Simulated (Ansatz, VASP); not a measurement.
## Two plane-wave programs on KCl

```
K Cl
1.0
     3.63400    0.00000    0.00000
     0.00000    3.63400    0.00000
     0.00000    0.00000    3.63400
K Cl
1 1
Direct
  0.00000 0.00000 0.00000
  0.50000 0.50000 0.50000
```

Alike in both runs: task electric field gradients; functional LDA; k mesh 7 × 7 × 7; occupations fermi-dirac, width 0.01 eV; no spin polarisation.

|  | VASP | Ansatz |
| --- | --- | --- |
| version | VASP 6.6.1 | Ansatz 0.2.0 |
| potentials or method | VASP PAW LDA potentials, release 64 (K_sv, Cl) | PAW with Ansatz's default frozen-core files, scalar-relativistic |
| plane-wave cutoff (eV) | 520 | 420 |
| valence electrons in the cell | 16 | 16 |

VASP gave:

```
gap on the k mesh at the Fermi level (eV) : 5.17
pressure (GPa)                            : 0.2
```

Which values does Ansatz return?

gap on the k mesh at the Fermi level (eV): 5.16; pressure (GPa): 0.1.

LDA's correlation is that of Perdew and Zunger in VASP and of Perdew and Wang (1992) in Ansatz.
